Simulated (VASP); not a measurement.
Here is a VASP 6.6.1 calculation.

Contents of INCAR:

```
PREC = Accurate ; ENCUT = 520
EDIFF = 1E-6 ; ISMEAR = 0
SIGMA = 0.15 ; LREAL = False
LASPH = True ; NELM = 80
ALGO = Normal ; ISIF = 2
LWAVE = False ; LCHARG = False
GGA = PE ; NBANDS = 10
```

KPOINTS

```
Automatic mesh
0
Gamma
  10 10 10
```

File POSCAR:

```
Re
1.0
    0.0000000000      1.8712283225      2.0742565955
    1.8712283225      0.0000000000      2.0742565955
    1.8712283225      1.8712283225      0.0000000000
Re
1
Direct
    0.0000000000      0.0000000000      0.0000000000
```

Potentials or basis: VASP PAW PBE potentials, release 64 (Re).

Launch:

```bash
$ cat potpaw_PBE.64/Re/POTCAR > POTCAR
$ mpirun -np 1 vasp_std > vasp.out
```

Task: Estimate the pressure.

Result: 13.9 GPa.

Stress tensor (GPa, compression positive):
```
24.74  0.00  0.00
 0.00 24.74  0.00
 0.00  0.00 -7.79
```
